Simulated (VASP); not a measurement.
# I: single point with PBEsol-based global hybrid with 25 % exact exchange

I:

```xyz
1
Lattice="0.0000 2.3813 3.9357 2.2068 0.0000 3.9357 2.2068 2.3813 0.0000" Properties=species:S:1:pos:R:3 pbc="T T T"
I     0.0000    0.0000    0.0000
```

```
Program             : VASP 6.6.1
Task                : single point
Functional          : PBEsol-based global hybrid with 25 % exact exchange
Potentials or basis : VASP PAW PBE potentials, release 64 (I)
Cutoff              : 520 eV
k mesh              : 5 × 5 × 5
Occupations         : fermi-dirac, width 0.05 eV
Spin                : no spin polarisation
```

The pressure is -2.9 GPa. The band gap on the k mesh is zero (an odd number of electrons rules out a gap without spin polarisation).

Stress tensor (GPa, compression positive):
```
-4.53  0.00  0.00
 0.00 -3.74  0.00
 0.00  0.00 -0.46
```

Levels at points of the mesh, in eV from the Fermi level:
| k point | band 2 | band 3 | band 4 | band 5 | band 6 | band 7 |
| --- | --- | --- | --- | --- | --- | --- |
| (0.00, 0.00, 0.00) | -2.03 | 2.05 | 2.42 | 6.14 | 9.36 | 9.93 |

Wall time 22 min on 1 thread of Intel Xeon 8259CL, on a shared host, peak memory 0.18 GiB.

Caveat: the k points lie up to 0.42 Å⁻¹ apart, too coarse for converged energies and pressures of a metal; the PAW data sets were made with another functional, which shifts forces and pressure a little; spin-orbit coupling is left out, which moves the levels of the heavy elements; an odd number of electrons without spin polarisation forces a metal; a magnetic or distorted state may lie lower.
